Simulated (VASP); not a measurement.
# Mo (Im-3m) in VASP: further runs

The runs below take Mo through single point, relaxation of cell and atoms, with LDA.

Everything below comes from runs of VASP 6.6.1. Logs are shortened: lines on timing, memory, paths and dates and some standing lists are left out, and cuts for length are marked.

### Step 1. The cell of the first run

Symmetry: Im-3m, No. 229, cubic system. The conventional cell has a = 3.112 Å, b = 3.112 Å, c = 3.112 Å, α = 90.00°, β = 90.00°, γ = 90.00°. Mo (site symmetry m-3m) has 14 Mo at 2.70 to 3.11 Å within 3.6 Å.

### Step 2. Single point, LDA

INCAR reads:

```
SYSTEM = Mo
  PREC = Accurate
  ENCUT = 520
  EDIFF = 1E-6
  ISMEAR = -1
  SIGMA = 0.15
  LREAL = .FALSE.
  LASPH = .TRUE.
  NELM = 80
  ALGO = Normal
  ISIF = 2
  LWAVE = .FALSE.
  LCHARG = .FALSE.
  NBANDS = 13
```

KPOINTS reads:

```
regular mesh
0
G
  18 18 18
  0 0 0
```

POSCAR reads:

```
Mo
1.0
   -1.5561590396      1.5561590396      1.5561590396
    1.5561590396     -1.5561590396      1.5561590396
    1.5561590396      1.5561590396     -1.5561590396
Mo
1
Direct
    0.0000000000      0.0000000000      0.0000000000
```

Potentials or basis: VASP PAW LDA potentials, release 64 (Mo_sv).

The run is started by

```console
cat potpaw_LDA.64/Mo_sv/POTCAR > POTCAR
mpirun -np 1 vasp_std > vasp.out
```

OUTCAR:

```text
SYSTEM = Mo
   PREC = Accurate
   ENCUT = 520
   EDIFF = 1E-6
   ISMEAR = -1
   LREAL = .FALSE.
   LASPH = .TRUE.
   NELM = 80
   ISIF = 2

 ion  position               nearest neighbor table
   1  0.000  0.000  0.000-

  LATTYP: Found a body centered cubic cell.
 ALAT       =     3.1123180792

  Lattice vectors:

 A1 = (  -1.5561590396,   1.5561590396,   1.5561590396)
 A2 = (   1.5561590396,  -1.5561590396,   1.5561590396)
 A3 = (   1.5561590396,   1.5561590396,  -1.5561590396)

Analysis of symmetry for initial positions (statically):
=====================================================================
 Subroutine PRICEL returns:
 Original cell was already a primitive cell.

 Routine SETGRP: Setting up the symmetry group for a
 body centered cubic supercell.

 Subroutine GETGRP returns: Found 48 space group operations
 (whereof 48 operations were pure point group operations)
 out of a pool of 48 trial point group operations.

The static configuration has the point symmetry O_h .

Analysis of symmetry for dynamics (positions and initial velocities):
=====================================================================
 Subroutine PRICEL returns:
 Original cell was already a primitive cell.

 Routine SETGRP: Setting up the symmetry group for a
 body centered cubic supercell.

 Subroutine GETGRP returns: Found 48 space group operations
 (whereof 48 operations were pure point group operations)
 out of a pool of 48 trial point group operations.

The dynamic configuration has the point symmetry O_h .

 Subroutine INISYM returns: Found 48 space group operations
 (whereof 48 operations are pure point group operations),
 and found     1 'primitive' translations

----------------------------------------------------------------------------------------

                                     Primitive cell

  volume of cell :      15.0738

  direct lattice vectors                    reciprocal lattice vectors
    -1.556159040  1.556159040  1.556159040     0.000000000  0.321303920  0.321303920
     1.556159040 -1.556159040  1.556159040     0.321303920  0.000000000  0.321303920
     1.556159040  1.556159040 -1.556159040     0.321303920  0.321303920  0.000000000

  length of vectors
     2.695346521  2.695346521  2.695346521     0.454392362  0.454392362  0.454392362

  position of ions in fractional coordinates (direct lattice)
     0.000000000  0.000000000  0.000000000

  ion indices of the primitive-cell ions
   primitive index   ion index
[... 73 lines left out ...]
   EDIFF  = 0.1E-05   stopping-criterion for ELM
   LREAL  =      F    real-space projection
   EDIFFG = 0.1E-04   stopping-criterion for IOM
   NSW    =      0    number of steps for IOM
   IBRION =     -1    ionic relax: 0-MD 1-quasi-New 2-CG
   NFREE  =      0    steps in history (QN), initial steepest desc. (CG)
   ISIF   =      2    stress and relaxation
   ISYM   =      2    0-nonsym 1-usesym 2-fastsym
   POTIM  = 0.5000    time-step for ionic-motion
   TEBEG  =    0.0;   TEEND  =   0.0 temperature during run
   PSTRESS=    0.0 pullay stress
   NELECT =      14.0000    total number of electrons
   NUPDOWN=      -1.0000    fix difference up-down
   EMIN   =  10.00;   EMAX   =-10.00  energy-range for DOS
   EFERMI =   0.00;   METHOD = LEGACY
   ISMEAR =    -1;   SIGMA  =   0.15  broadening in eV -4-tet -1-fermi 0-gaus
   EFERMI_NEDOS =   21; number of points for ismear=-14 and -15
   IALGO  =     38    algorithm
   IMIX   =      4    mixing-type and parameters
     AMIX     =   0.40;   BMIX     =  1.00
     AMIX_MAG =   1.60;   BMIX_MAG =  1.00
  volume/ion in A,a.u.               =      15.07       101.72
  Fermi-wavevector in a.u.,A,eV,Ry     =   1.597265  3.018392 34.711921  2.551254
  Thomas-Fermi vector in A             =   2.694898
   LORBIT       =      0    0 simple, 1 ext, 2 COOP (PROOUT), +10 PAW based schemes
   GGA     = CA    functional components
   LHFCALC =     F    Hartree Fock is set to
   AEXX    =    0.0000 exact exchange contribution
   IVDW    =     0    specifies the selected vdW correction
   LEPSILON=     F    determine dielectric tensor
   LRPA    =     F    only Hartree local field effects (RPA)
 non-spin polarized calculation
  energy-cutoff  :      520.00
  volume of cell :       15.07
 maximum number of plane-waves:       420
   NGX =  9   NGY =  9   NGZ =  9

 number of electron      13.9999996 magnetization

 Free energy of the ion-electron system (eV)
  ---------------------------------------------------
  ext. energy  EPLUGINS =         0.00000000
  ---------------------------------------------------
  free energy    TOTEN  =       -12.15245528 eV

  energy without entropy =      -12.10235670  energy(sigma->0) =      -12.12740599

 E-fermi :  13.0607     XC(G=0): -13.8070

 val. band max:       13.0294217306   @ k =  -0.4444   0.5000   0.2778
 cond. band min:      13.0853862598   @ k =  -0.3889   0.4444   0.2778
 fundamental gap:      0.0559645292
 Fermi energy:        13.0606700514

 k-point     1 :       0.0000    0.0000    0.0000
  band No.  band energies     occupation
      1     -47.8767      2.00000
      2     -21.2273      2.00000
      3     -21.2273      2.00000
      4     -21.2273      2.00000
      5       5.7214      2.00000
      6      11.6186      1.99987
      7      11.6186      1.99987
      8      11.6186      1.99987
      9      14.7583      0.00002
     10      14.7583      0.00002
     11      27.9389      0.00000
     12      27.9389      0.00000
     13      27.9389      0.00000
[... 354 lines left out ...]
  band No.  band energies     occupation
      1     -47.5626      2.00000
      2     -22.7225      2.00000
      3     -21.7777      2.00000
      4     -21.3116      2.00000
      5       7.9434      2.00000
      6       9.6467      2.00000
      7      13.1513      0.70690
      8      14.6857      0.00004
      9      15.9013      0.00000
     10      18.7734      0.00000
     11      25.2471      0.00000
     12      26.0451      0.00000
     13      30.4948      0.00000

 [... further k-points ...]
[... 5 lines left out ...]
  --------------------------------------------------------------------------------------
  -------------------------------------------------------------------------------------
  Total        0.1085110      0.1085110      0.1085110      0.0000000      0.0000000      0.0000000
  in kB       11.5335343     11.5335343     11.5335343      0.0000000      0.0000000      0.0000000
  external PRESSURE =      11.5335343 kB  Pullay stress =       0.0000000 kB

 VOLUME and BASIS-vectors are now :
 -----------------------------------------------------------------------------
  energy-cutoff  :      520.00
  volume of cell :       15.07
      direct lattice vectors                 reciprocal lattice vectors
    -1.556159040  1.556159040  1.556159040     0.000000000  0.321303920  0.321303920
     1.556159040 -1.556159040  1.556159040     0.321303920  0.000000000  0.321303920
     1.556159040  1.556159040 -1.556159040     0.321303920  0.321303920  0.000000000

 POSITION                                       TOTAL-FORCE (eV/Angst)
 -----------------------------------------------------------------------------------
      0.00000      0.00000      0.00000        -0.000000      0.000000      0.000000
 -----------------------------------------------------------------------------------
    total drift:                                0.000000     -0.000000      0.000000

  FREE ENERGIE OF THE ION-ELECTRON SYSTEM (eV)
  ---------------------------------------------------
  free  energy   TOTEN  =       -12.1524552756 eV

  energy  without entropy=      -12.1023567015  energy(sigma->0) =      -12.12740599
```

OSZICAR:

```text
N       E                     dE             d eps       ncg     rms          rms(c)
DAV:   1     0.961489643970E+02    0.96149E+02   -0.79164E+03  5094   0.111E+03
DAV:   2    -0.116473170083E+02   -0.10780E+03   -0.10390E+03  5610   0.320E+02
DAV:   3    -0.128596986035E+02   -0.12124E+01   -0.12090E+01  5670   0.352E+01
DAV:   4    -0.128626012094E+02   -0.29026E-02   -0.29026E-02  5585   0.203E+00
DAV:   5    -0.128626209258E+02   -0.19716E-04   -0.19714E-04  5820   0.152E-01    0.169E+01
DAV:   6    -0.122509626060E+02    0.61166E+00   -0.70875E-01  5205   0.108E+01    0.448E+00
DAV:   7    -0.121591206579E+02    0.91842E-01   -0.13378E-01  5580   0.433E+00    0.902E-01
DAV:   8    -0.121524888098E+02    0.66318E-02   -0.47058E-03  5210   0.872E-01    0.203E-01
DAV:   9    -0.121524441390E+02    0.44671E-04   -0.14007E-04  6016   0.144E-01    0.724E-02
DAV:  10    -0.121524552341E+02   -0.11095E-04   -0.75940E-06  5275   0.320E-02    0.197E-03
DAV:  11    -0.121524552756E+02   -0.41504E-07   -0.45114E-08  2780   0.235E-03
   1 F= -.12152455E+02 E0= -.12127406E+02  d E =-.500986E-01
```

stdout:

```text
POSCAR found type information on POSCAR Mo
 POSCAR found :  1 types and       1 ions
 scaLAPACK will be used
 LDA part: xc-table for (Slater(with rela. corr.)+CA(PZ))
 , standard interpolation
 POSCAR, INCAR and KPOINTS ok, starting setup
 FFT: planning ... GRIDC
 FFT: planning ... GRID_SOFT
 FFT: planning ... GRID
 WAVECAR not read
 entering main loop
```

Run time: 20 s. Hardware: 1 thread of Intel Xeon Platinum 8488C (Sapphire Rapids), shared host; peak memory 0.14 GiB.

Results:

```yaml
Free_energy: -12.1525 eV
Pressure: 1.2 GPa
Band_gap_on_the_k_mesh: zero (band 7 reaches 17.29 eV, above the bottom of band 8 at 11.62 eV)
```

### Step 3. Relaxation of cell and atoms, LDA

INCAR reads:

```
SYSTEM = Mo
  ALGO = Normal
  EDIFF = 1E-7
  EDIFFG = -0.002
  ENCUT = 600
  GGA = CA
  IBRION = 2
  ISIF = 3
  ISMEAR = 0
  LASPH = .True.
  LCHARG = .False.
  LREAL = .False.
  LWAVE = .False.
  NELM = 100
  NSW = 100
  PREC = Accurate
  SIGMA = 0.1
```

KPOINTS reads:

```
k-points
0
Gamma
  16 16 16
  0 0 0
```

POSCAR reads:

```
Mo
1.0
   -1.5561832916      1.5561832916      1.5561832916
    1.5561832916     -1.5561832916      1.5561832916
    1.5561832916      1.5561832916     -1.5561832916
Mo
1
Direct
    0.0000000000      0.0000000000      0.0000000000
```

Potentials or basis: VASP PAW LDA potentials, release 64 (Mo_sv).

The run is started by

```console
cat potpaw_LDA.64/Mo_sv/POTCAR > POTCAR
mpirun -np 1 vasp_std > vasp.out
```

It took 26 s on 1 thread of Intel Xeon Platinum 8488C (Sapphire Rapids), shared host; peak memory 0.15 GiB.

The run converged. Its results:

| Quantity | Value |
| --- | --- |
| Free energy | -12.1371 eV |
| Relaxed volume | 15.11 Å³/atom |
| Relaxed cell | a = 2.698 Å, b = 2.698 Å, c = 2.698 Å, α = 109.47°, β = 109.47°, γ = 109.47° |
| Space group after relaxing (to 0.05 Å) | Im-3m (No. 229) |
| Energy gained by relaxing | 0.1 meV/atom |
| Ionic steps | 3 |
| Pressure after relaxing | 0.0 GPa |
| Band gap on the k mesh | zero (band 7 reaches 17.23 eV, above the bottom of band 8 at 11.58 eV) |

Final structure:
```
Mo
1.0
    -1.55746    1.55746    1.55746
     1.55746   -1.55746    1.55746
     1.55746    1.55746   -1.55746
Mo
1
Direct
  0.00000 0.00000 0.00000
```

Levels at points of the mesh, in eV from the Fermi level:
```
           k point  band 3  band 4  band 5  band 6  band 7  band 8  band 9  band 10  band 11
(0.00, 0.00, 0.00)  -34.31  -34.31   -7.35   -1.45   -1.45   -1.45    1.67     1.67    14.85
(0.50, 0.00, 0.00)  -34.81  -34.33   -5.56   -3.59    1.73    1.80    2.38     5.01    12.01
(0.50, 0.50, 0.50)  -35.40  -35.40   -5.75   -5.75    4.20    4.20    4.20     9.30     9.30
```

[end of part 1 of 2]
